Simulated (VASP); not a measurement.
# Be (P2_12_12) in VASP: a series of runs

The runs below take Be through single point, with PBE.

All numbers are computed with VASP 6.6.1; they aren't measurements. Logs are shortened: lines on timing, memory, paths and dates and some standing lists are left out, and cuts for length are marked.

**1. The cell of the first run**

Symmetry: P2_12_12, No. 18, orthorhombic system. The conventional cell has a = 2.109 Å, b = 3.652 Å, c = 3.322 Å, α = 90.00°, β = 90.00°, γ = 90.00°. Within 2.0 Å of Be (site symmetry 1) lie 4 Be at 1.50 to 1.91 Å.

**2. Single point, PBE**

INCAR

```
ALGO = Normal
EDIFF = 1E-6
ENCUT = 600
GGA = PE
GGA_COMPAT = False
ISIF = 2
ISMEAR = -1
LASPH = True
LCHARG = True
LELF = True
LREAL = False
LVHAR = True
LWAVE = False
NBANDS = 12
NELM = 120
PREC = Accurate
SIGMA = 0.1
```

KPOINTS

```
k-points
0
Gamma
  10 6 7
```

POSCAR

```
Be
1.0
    2.1085725752      0.0000000000      0.0000000000
    0.0000000000      3.6520710425      0.0000000000
    0.0000000000      0.0000000000      3.3223634304
Be
4
Direct
    0.6700000000      0.8200000000      0.7000000000
    0.3300000000      0.1800000000      0.7000000000
    0.1700000000      0.6800000000      0.3000000000
    0.8300000000      0.3200000000      0.3000000000
```

Potentials or basis: VASP PAW PBE potentials, release 64 (Be).

On the command line:

```
> cat potpaw_PBE.64/Be/POTCAR > POTCAR
> mpirun -np 1 vasp_std > vasp.out
```

OUTCAR:

```text
EDIFF = 1E-6
   ENCUT = 600
   GGA = PE
   ISIF = 2
   ISMEAR = -1
   LASPH = True
   LREAL = False
   NELM = 120
   PREC = Accurate

 ion  position               nearest neighbor table
   1  0.670  0.820  0.700-   2 1.50   3 1.77   3 1.77   2 1.91   4 2.28   4 2.28   3 2.31   3 2.31

   2  0.330  0.180  0.700-   1 1.50   4 1.77   4 1.77   1 1.91   3 2.28   3 2.28   4 2.31   4 2.31

   3  0.170  0.680  0.300-   4 1.50   1 1.77   1 1.77   4 1.91   2 2.28   2 2.28   1 2.31   1 2.31

   4  0.830  0.320  0.300-   3 1.50   2 1.77   2 1.77   3 1.91   1 2.28   1 2.28   2 2.31   2 2.31

  LATTYP: Found a simple orthorhombic cell.
 ALAT       =     2.1085725752
 B/A-ratio  =     1.5756457565
 C/A-ratio  =     1.7320110702

  Lattice vectors:

 A1 = (  -2.1085725752,   0.0000000000,   0.0000000000)
 A2 = (   0.0000000000,   0.0000000000,   3.3223634304)
 A3 = (   0.0000000000,   3.6520710425,   0.0000000000)

Analysis of symmetry for initial positions (statically):
=====================================================================
 Subroutine PRICEL returns:
 Original cell was already a primitive cell.

 Routine SETGRP: Setting up the symmetry group for a
 simple orthorhombic supercell.

 Subroutine GETGRP returns: Found  4 space group operations
 (whereof  2 operations were pure point group operations)
 out of a pool of  8 trial point group operations.

The static configuration has the point symmetry C_2 .
 The point group associated with its full space group is D_2 .

Analysis of symmetry for dynamics (positions and initial velocities):
=====================================================================
 Subroutine PRICEL returns:
 Original cell was already a primitive cell.

 Routine SETGRP: Setting up the symmetry group for a
 simple orthorhombic supercell.

 Subroutine GETGRP returns: Found  4 space group operations
 (whereof  2 operations were pure point group operations)
 out of a pool of  8 trial point group operations.

The dynamic configuration has the point symmetry C_2 .
 The point group associated with its full space group is D_2 .

 Subroutine INISYM returns: Found  4 space group operations
 (whereof  2 operations are pure point group operations),
 and found     1 'primitive' translations

----------------------------------------------------------------------------------------

                                     Primitive cell

  volume of cell :      25.5844

  direct lattice vectors                    reciprocal lattice vectors
     2.108572575  0.000000000  0.000000000     0.474254485  0.000000000  0.000000000
[... 98 lines left out ...]
   POTIM  = 0.5000    time-step for ionic-motion
   TEBEG  =    0.0;   TEEND  =   0.0 temperature during run
   PSTRESS=    0.0 pullay stress
   NELECT =       8.0000    total number of electrons
   NUPDOWN=      -1.0000    fix difference up-down
   EMIN   =  10.00;   EMAX   =-10.00  energy-range for DOS
   EFERMI =   0.00;   METHOD = LEGACY
   ISMEAR =    -1;   SIGMA  =   0.10  broadening in eV -4-tet -1-fermi 0-gaus
   EFERMI_NEDOS =   21; number of points for ismear=-14 and -15
   IALGO  =     38    algorithm
   IMIX   =      4    mixing-type and parameters
     AMIX     =   0.40;   BMIX     =  1.00
     AMIX_MAG =   1.60;   BMIX_MAG =  1.00
  volume/ion in A,a.u.               =       6.40        43.16
  Fermi-wavevector in a.u.,A,eV,Ry     =   1.111168  2.099804 16.799046  1.234695
  Thomas-Fermi vector in A             =   2.247728
   LORBIT       =      0    0 simple, 1 ext, 2 COOP (PROOUT), +10 PAW based schemes
   GGA     = PE    functional components
   LHFCALC =     F    Hartree Fock is set to
   AEXX    =    0.0000 exact exchange contribution
   IVDW    =     0    specifies the selected vdW correction
   LEPSILON=     F    determine dielectric tensor
   LRPA    =     F    only Hartree local field effects (RPA)
 non-spin polarized calculation
  energy-cutoff  :      600.00
  volume of cell :       25.58
 maximum number of plane-waves:       876
 NGX is ok and might be reduce to    18
   NGX =  9   NGY = 15   NGZ = 13

 number of electron       8.0000000 magnetization

 Free energy of the ion-electron system (eV)
  ---------------------------------------------------
  ext. energy  EPLUGINS =         0.00000000
  ---------------------------------------------------
  free energy    TOTEN  =        -8.71808944 eV

  energy without entropy =       -8.70247995  energy(sigma->0) =       -8.71028470

 E-fermi :   8.2272     XC(G=0): -11.1961

 val. band max:        8.1598898057   @ k =   0.1000   0.1667   0.0000
 cond. band min:       8.2372242725   @ k =   0.0000   0.3333   0.0000
 fundamental gap:      0.0773344668
 Fermi energy:         8.2271792726

 k-point     1 :       0.0000    0.0000    0.0000
  band No.  band energies     occupation
      1      -3.5736      2.00000
      2       2.3496      2.00000
      3       3.8701      2.00000
      4       6.8818      2.00000
      5       9.8548      0.00000
      6      13.0525      0.00000
      7      13.1810      0.00000
      8      17.4264      0.00000
      9      18.6452      0.00000
     10      19.4344      0.00000
     11      24.0409      0.00000
     12      27.1156      0.00000
[... 331 lines left out ...]
 k-point    24 :       0.5000    0.5000    0.0000
  band No.  band energies     occupation
      1       3.0316      2.00000
      2       3.0316      2.00000
      3       4.1341      2.00000
      4       4.1341      2.00000
      5      13.5939      0.00000
      6      13.5939      0.00000
      7      15.0934      0.00000
      8      15.0934      0.00000
      9      18.4623      0.00000
     10      18.4623      0.00000
     11      18.5384      0.00000
     12      18.5384      0.00000

 [... further k-points ...]
[... 5 lines left out ...]
  --------------------------------------------------------------------------------------
  -------------------------------------------------------------------------------------
  Total       14.9062671     18.3272280      8.3408078      0.0000000      0.0000000      0.0000000
  in kB      933.4790456   1147.7107666    522.3285755      0.0000000      0.0000000      0.0000000
  external PRESSURE =     867.8394626 kB  Pullay stress =       0.0000000 kB

 VOLUME and BASIS-vectors are now :
 -----------------------------------------------------------------------------
  energy-cutoff  :      600.00
  volume of cell :       25.58
      direct lattice vectors                 reciprocal lattice vectors
     2.108572575  0.000000000  0.000000000     0.474254485  0.000000000  0.000000000
     0.000000000  3.652071042  0.000000000     0.000000000  0.273817236  0.000000000
     0.000000000  0.000000000  3.322363430     0.000000000  0.000000000  0.300990551

 POSITION                                       TOTAL-FORCE (eV/Angst)
 -----------------------------------------------------------------------------------
      1.41274      2.99470      2.32565         4.336527     -6.641374      3.808488
      0.69583      0.65737      2.32565        -4.336527      6.641374      3.808488
      0.35846      2.48341      0.99671         4.336527      6.641374     -3.808488
      1.75012      1.16866      0.99671        -4.336527     -6.641374     -3.808488
 -----------------------------------------------------------------------------------
    total drift:                                0.000000     -0.000000      0.000000

  FREE ENERGIE OF THE ION-ELECTRON SYSTEM (eV)
  ---------------------------------------------------
  free  energy   TOTEN  =        -8.7180894400 eV

  energy  without entropy=       -8.7024799520  energy(sigma->0) =       -8.71028470
```

OSZICAR:

```text
N       E                     dE             d eps       ncg     rms          rms(c)
DAV:   1     0.134399741908E+02    0.13440E+02   -0.39067E+03  2304   0.643E+02
DAV:   2    -0.969778141405E+01   -0.23138E+02   -0.22195E+02  2924   0.135E+02
DAV:   3    -0.103283687366E+02   -0.63059E+00   -0.62653E+00  3192   0.159E+01
DAV:   4    -0.103302256114E+02   -0.18569E-02   -0.18566E-02  2664   0.945E-01
DAV:   5    -0.103302306870E+02   -0.50756E-05   -0.50752E-05  2992   0.502E-02    0.502E+00
DAV:   6    -0.899200088957E+01    0.13382E+01   -0.17744E+00  2720   0.598E+00    0.244E+00
DAV:   7    -0.872171652895E+01    0.27028E+00   -0.80408E-01  3120   0.406E+00    0.569E-01
DAV:   8    -0.871811410698E+01    0.36024E-02   -0.27459E-02  2700   0.105E+00    0.138E-01
DAV:   9    -0.871809888185E+01    0.15225E-04   -0.64053E-04  2948   0.175E-01    0.337E-02
DAV:  10    -0.871808959337E+01    0.92885E-05   -0.58330E-05  2688   0.344E-02    0.466E-03
DAV:  11    -0.871808943997E+01    0.15340E-06   -0.92583E-07  2408   0.683E-03
   1 F= -.87180894E+01 E0= -.87102847E+01  d E =-.156095E-01
```

stdout:

```text
POSCAR found type information on POSCAR Be
 POSCAR found :  1 types and       4 ions
 scaLAPACK will be used
 LDA part: xc-table for (Slater+PW92), standard interpolation
 POSCAR, INCAR and KPOINTS ok, starting setup
 FFT: planning ... GRIDC
 FFT: planning ... GRID_SOFT
 FFT: planning ... GRID
 WAVECAR not read
 entering main loop
```

It took 46 s on 1 thread of Intel Xeon 8259CL, shared host; peak memory 0.15 GiB.

Results:

* Free energy: -8.7181 eV
* Pressure: 86.8 GPa
* Largest force: 8.799 eV/Å
* Band gap on the k mesh: zero (bands 4 and 5 overlap by 1.37 eV)

Forces on the atoms (eV/Å):
```
Be   4.337 -6.641  3.808
Be  -4.337  6.641  3.808
Be   4.337  6.641 -3.808
Be  -4.337 -6.641 -3.808
```

Caveat: the stress differs along the axes, from 52 to 115 GPa; forces of over 1 eV/Å act on the atoms, so gaps and moduli don't describe the material at rest.

**3. Single point, PBE**

This run uses another cell than the first one, of 6.58 Å³/atom.

INCAR

```
SYSTEM = Be
PREC     = Accurate       ! precision mode
ENCUT    = 600            ! plane-wave cutoff, eV
EDIFF    = 1E-6           ! SCF threshold, eV
ISMEAR   = -1             ! smearing method
SIGMA    = 0.1            ! smearing width, eV
LREAL    = .False.        ! projectors in reciprocal space
LASPH    = .True.         ! aspherical terms in the spheres
NELM     = 120            ! most SCF steps
ALGO     = Normal         ! electronic algorithm
ISIF     = 2              ! what is computed and relaxed
LWAVE    = .False.        ! write WAVECAR
LCHARG   = .False.        ! write CHGCAR
GGA      = PE             ! functional
NBANDS   = 12             ! bands
GGA_COMPAT= .False.
```

KPOINTS

```
regular mesh
0
Gamma
  10 6 7
  0 0 0
```

POSCAR

```
Be
1.0
    2.1287515293      0.0000000000      0.0000000000
    0.0000000000      3.6870212143      0.0000000000
    0.0000000000      0.0000000000      3.3541583137
Be
4
Direct
    0.6700000000      0.8200000000      0.7000000000
    0.3300000000      0.1800000000      0.7000000000
    0.1700000000      0.6800000000      0.3000000000
    0.8300000000      0.3200000000      0.3000000000
```

Potentials or basis: VASP PAW PBE potentials, release 64 (Be).

On the command line:

```
> cat potpaw_PBE.64/Be/POTCAR > POTCAR
> mpirun -np 1 vasp_std > vasp.out
```

Run time: 46 s. Hardware: 1 thread of Intel Xeon 8259CL, shared host; peak memory 0.15 GiB.

The run converged. Its results:

* Free energy: -9.0993 eV
* Pressure: 78.1 GPa
* Largest force: 8.412 eV/Å
* Band gap on the k mesh: zero (bands 4 and 5 overlap by 1.32 eV)

Forces in eV/Å, atoms in the order of the input:
```
Be   4.208 -6.338  3.589
Be  -4.208  6.338  3.589
Be   4.208  6.338 -3.589
Be  -4.208 -6.338 -3.589
```

Stress tensor (GPa, compression positive):
```
 83.12   0.00   0.00
  0.00 105.51   0.00
  0.00   0.00  45.66
```

Levels at points of the mesh, in eV from the Fermi level:
```csv
k point,band 1,band 2,band 3,band 4,band 5,band 6,band 7,band 8,band 9
"(0.00, 0.00, 0.00)",-11.64,-5.74,-4.23,-1.38,1.56,4.76,4.86,9.09,10.22
"(0.50, 0.00, 0.00)",-6.26,-6.26,-1.21,-1.21,3.63,3.63,4.71,4.71,10.88
"(0.00, 0.50, 0.00)",-9.80,-9.80,-1.70,-1.70,2.59,2.59,7.06,7.06,12.83
"(0.50, 0.50, 0.00)",-5.08,-5.08,-4.02,-4.02,5.29,5.29,6.78,6.78,10.01
```

Caveat: the stress differs along the axes, from 46 to 106 GPa; forces of over 1 eV/Å act on the atoms, so gaps and moduli don't describe the material at rest.

**4. Single point, PBE**

This run uses another cell than the first one, of 6.77 Å³/atom.

INCAR

```
SYSTEM = Be
  PREC = Accurate
  ENCUT = 600
  EDIFF = 1E-6
  ISMEAR = -1
  SIGMA = 0.1
  LREAL = .False.
  LASPH = .True.
  NELM = 120
  ALGO = Normal
  ISIF = 2
  LWAVE = .False.
  LCHARG = .False.
  GGA = PE
  NBANDS = 12
  GGA_COMPAT = .False.
```

KPOINTS is that of step 3.

POSCAR

```
Be
1.0
    2.1485550063      0.0000000000      0.0000000000
    0.0000000000      3.7213210557      0.0000000000
    0.0000000000      0.0000000000      3.3853615783
Be
4
Direct
    0.6700000000      0.8200000000      0.7000000000
    0.3300000000      0.1800000000      0.7000000000
    0.1700000000      0.6800000000      0.3000000000
    0.8300000000      0.3200000000      0.3000000000
```

On the command line:

```
> cat potpaw_PBE.64/Be/POTCAR > POTCAR
> mpirun -np 1 vasp_std > vasp.out
```

It took 47 s on 1 thread of Intel Xeon 8259CL, shared host; peak memory 0.15 GiB.

Results (log left out):

```yaml
Free_energy: -9.4423 eV
Pressure: 70.2 GPa
Largest_force: 8.047 eV/Å
Band_gap_on_the_k_mesh: zero (bands 4 and 5 overlap by 1.28 eV)
```

Forces in eV/Å, atoms in the order of the input:
```
Be   4.084 -6.052  3.382
Be  -4.084  6.052  3.382
Be   4.084  6.052 -3.382
Be  -4.084 -6.052 -3.382
```

Stress tensor (GPa, compression positive):
```
73.85  0.00  0.00
 0.00 97.12  0.00
 0.00  0.00 39.75
```

Levels at points of the mesh, in eV from the Fermi level:
| k point | band 1 | band 2 | band 3 | band 4 | band 5 | band 6 | band 7 | band 8 |
| --- | --- | --- | --- | --- | --- | --- | --- | --- |
| (0.00, 0.00, 0.00) | -11.48 | -5.62 | -4.11 | -1.41 | 1.50 | 4.70 | 4.78 | 8.98 |
| (0.50, 0.00, 0.00) | -6.15 | -6.15 | -1.18 | -1.18 | 3.60 | 3.60 | 4.67 | 4.67 |
| (0.00, 0.50, 0.00) | -9.66 | -9.66 | -1.63 | -1.63 | 2.52 | 2.52 | 6.93 | 6.93 |
| (0.50, 0.50, 0.00) | -4.96 | -4.96 | -3.95 | -3.95 | 5.22 | 5.22 | 6.69 | 6.69 |

Caveat: the stress differs along the axes, from 40 to 97 GPa; forces of over 1 eV/Å act on the atoms, so gaps and moduli don't describe the material at rest.

**5. Summary**

```csv
cell,gap on the mesh (eV),pressure (GPa),largest force (eV/Å)
"a = 2.109, b = 3.652, c = 3.322 Å, 4 atoms",none,86.8,8.80
"a = 2.129, b = 3.687, c = 3.354 Å, 4 atoms",none,78.1,8.41
"a = 2.149, b = 3.721, c = 3.385 Å, 4 atoms",none,70.2,8.05
```

Alike in all rows: task single point; level PBE; potentials or basis VASP PAW PBE potentials, release 64 (Be); no spin polarisation; k mesh 10 × 6 × 7; cutoff (eV) 600; smearing fermi-dirac 0.1 eV.

Caveats: forces of over 1 eV/Å act on the atoms, so gaps and moduli don't describe the material at rest; the stress differs along the axes, from 52 to 115 GPa (at least some runs); the stress differs along the axes, from 46 to 106 GPa (at least some runs); the stress differs along the axes, from 40 to 97 GPa (at least some runs).

Total energies depend on the potentials used, so only differences within one code and one set of settings carry meaning.

The gap in the log of VASP goes by the Fermi energy; the results here count the filled bands.